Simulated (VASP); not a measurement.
# Si16Au (a cell with a defect) in VASP: a series of runs, part 2 of 2

VASP 6.6.1. The steps go on from the part before.

### Step 3. Single point, LDA

INCAR

```
SYSTEM = Si16Au
  ALGO = Normal
  EDIFF = 1E-6
  ENCUT = 520
  ISIF = 2
  ISMEAR = 0
  LASPH = .TRUE.
  LCHARG = .FALSE.
  LREAL = Auto
  LWAVE = .FALSE.
  NBANDS = 52
  NELECT = 74.0
  NELM = 100
  PREC = Accurate
  SIGMA = 0.02
```

KPOINTS

```
k-points
0
G
  3 3 3
  0 0 0
```

POSCAR

```
Si16Au
1.0
    0.0000000000      5.4019422730     -5.4019422730
    5.4019422730      5.4019422730      0.0000000000
    5.4019422730      0.0000000000     -5.4019422730
Si Au
16 1
Direct
    0.1401985548      0.1368773420      0.1490716597
    0.1101152086      0.6719877438      0.1075259547
    0.5887377797      0.1325488989      0.1325846268
    0.6260748133      0.6223269021      0.1219017099
    0.1268578902      0.1152994550      0.6153444135
    0.1355503193      0.6109565473      0.6202968915
    0.6308309730      0.0898896129      0.6339013501
    0.6311460448      0.6118539098      0.6188750881
    0.2555198538      0.7624471518      0.2499575952
    0.2296444385      0.3036600388      0.2585238659
    0.7340517169      0.7587685675      0.2481794385
    0.7461951269      0.2547467060      0.2715264114
    0.2599392828      0.7428189339      0.7355439579
    0.2652774553      0.2413366219      0.7593826984
    0.7634709502      0.7201195058      0.7505048731
    0.7360774697      0.2407450754      0.7466855061
   -0.0421038376      0.1091315809     -0.0194318071
```

Potentials or basis: VASP PAW LDA potentials, release 64 (Si, Au).

The run is started by

```sh
cat potpaw_LDA.64/Si/POTCAR potpaw_LDA.64/Au/POTCAR > POTCAR
mpirun -np 1 vasp_std > vasp.out
```

OUTCAR:

```text
SYSTEM = Si16Au
   EDIFF = 1E-6
   ENCUT = 520
   ISIF = 2
   ISMEAR = 0
   LASPH = .TRUE.
   LREAL = Auto
   NELECT = 74.0
   NELM = 100
   PREC = Accurate

 ion  position               nearest neighbor table
   1  0.140  0.137  0.149-  10 2.30   9 2.35  14 2.44  17 2.45  12 2.46
   2  0.110  0.672  0.108-  10 2.31  13 2.35  11 2.36   9 2.37  17 2.73
   3  0.589  0.133  0.133-  10 2.28  11 2.34  17 2.40  16 2.41  12 2.61
   4  0.626  0.622  0.122-  12 2.30  11 2.31   9 2.32  15 2.32
[... 960 lines left out ...]
  Total       -1.5771537     -1.9811757     -2.7327460     -0.6486226     -0.8903662     -0.6419577
  in kB       -8.0150233    -10.0682449    -13.8876909     -3.2962705     -4.5248004     -3.2623998
  external PRESSURE =     -10.6569863 kB  Pullay stress =       0.0000000 kB

 VOLUME and BASIS-vectors are now :
 -----------------------------------------------------------------------------
  energy-cutoff  :      520.00
  volume of cell :      315.27
      direct lattice vectors                 reciprocal lattice vectors
     0.000000000  5.401942273 -5.401942273    -0.092559301  0.092559301 -0.092559301
     5.401942273  5.401942273  0.000000000     0.092559301  0.092559301  0.092559301
     5.401942273  0.000000000 -5.401942273     0.092559301 -0.092559301 -0.092559301

 POSITION                                       TOTAL-FORCE (eV/Angst)
 -----------------------------------------------------------------------------------
      1.54468      1.49675     -1.56262         0.011940      0.008018     -0.023164
      4.21089      4.22488     -1.17569         0.062879      0.012965      0.022273
      1.43224      3.89635     -3.89654        -0.009255     -0.026370     -0.046392
      4.02028      6.74379     -4.04053         0.011646     -0.049744     -0.010834
      3.94690      1.30812     -4.00933        -0.086368      0.020482      0.080613
      6.65116      4.03259     -4.08304         0.018925     -0.005734     -0.008061
[... 9 lines left out ...]
      5.33404      5.27674     -8.00980        -0.048237     -0.010160      0.030084
      5.88650      5.76402    -10.47147         0.045595      0.168077      0.134939
 -----------------------------------------------------------------------------------
    total drift:                               -0.002682     -0.001791      0.000556

  FREE ENERGIE OF THE ION-ELECTRON SYSTEM (eV)
  ---------------------------------------------------
  free  energy   TOTEN  =      -104.3879527757 eV

  energy  without entropy=     -104.3879527757  energy(sigma->0) =     -104.38795278
```

OSZICAR:

```text
N       E                     dE             d eps       ncg     rms          rms(c)
DAV:   1     0.196794092387E+03    0.19679E+03   -0.29099E+04  1456   0.119E+03
DAV:   2    -0.902431345373E+02   -0.28704E+03   -0.27173E+03  1716   0.189E+02
DAV:   3    -0.107815470620E+03   -0.17572E+02   -0.17217E+02  1856   0.412E+01
DAV:   4    -0.108210608483E+03   -0.39514E+00   -0.39316E+00  1888   0.722E+00
DAV:   5    -0.108218824482E+03   -0.82160E-02   -0.82060E-02  1856   0.105E+00    0.202E+01
DAV:   6    -0.105020745544E+03    0.31981E+01   -0.18686E+01  1688   0.287E+01    0.168E+01
DAV:   7    -0.104595071254E+03    0.42567E+00   -0.41510E+00  1668   0.109E+01    0.842E+00
DAV:   8    -0.104431625903E+03    0.16345E+00   -0.10075E+00  1752   0.438E+00    0.200E+00
DAV:   9    -0.104384930540E+03    0.46695E-01   -0.19941E-01  1740   0.358E+00    0.458E-01
DAV:  10    -0.104388647851E+03   -0.37173E-02   -0.50595E-02  1776   0.818E-01    0.391E-01
DAV:  11    -0.104388320622E+03    0.32723E-03   -0.94423E-03  1644   0.723E-01    0.197E-01
DAV:  12    -0.104388235868E+03    0.84754E-04   -0.17007E-03  1752   0.211E-01    0.125E-01
DAV:  13    -0.104387959152E+03    0.27672E-03   -0.76252E-04  1696   0.190E-01    0.563E-02
DAV:  14    -0.104387955886E+03    0.32657E-05   -0.18300E-04  1772   0.504E-02    0.176E-02
DAV:  15    -0.104387952461E+03    0.34252E-05   -0.18586E-05  1744   0.297E-02    0.565E-03
DAV:  16    -0.104387952776E+03   -0.31451E-06   -0.42185E-06  1440   0.737E-03
   1 F= -.10438795E+03 E0= -.10438795E+03  d E =-.476856E-16
```

Run time: 4.1 min. Hardware: 1 thread of Intel Xeon 6975P-C (Granite Rapids), shared host; peak memory 0.41 GiB.

What came out:

```yaml
Free_energy: -104.3880 eV
Largest_force: 0.220 eV/Å
```

Forces in eV/Å, atoms in the order of the input:
```
Si   0.012  0.008 -0.023
Si   0.063  0.013  0.022
Si  -0.009 -0.026 -0.046
Si   0.012 -0.050 -0.011
Si  -0.086  0.020  0.081
Si   0.019 -0.006 -0.008
Si  -0.044 -0.058 -0.044
Si   0.014 -0.039 -0.023
Si   0.024 -0.019  0.008
Si  -0.016  0.080  0.033
Si   0.000 -0.046 -0.030
Si   0.012 -0.031 -0.037
Si   0.012 -0.010 -0.002
Si   0.002  0.057 -0.040
Si  -0.011 -0.051 -0.044
Si  -0.048 -0.010  0.030
Au   0.046  0.168  0.135
```

Levels at points of the mesh, in eV from the Fermi level:
| k point | band 34 | band 35 | band 36 | band 37 | band 38 | band 39 | band 40 | band 41 |
| --- | --- | --- | --- | --- | --- | --- | --- | --- |
| (0.00, 0.00, 0.00) | -0.92 | -0.84 | -0.27 | -0.11 | 0.22 | 0.36 | 0.43 | 0.52 |

Caveat: the cell carries a net charge on a neutralising background, which shifts energy and pressure; the cell is charged against a uniform background, so pressure and absolute levels hang on convention; spin-orbit coupling is left out, which moves the levels of the heavy elements.
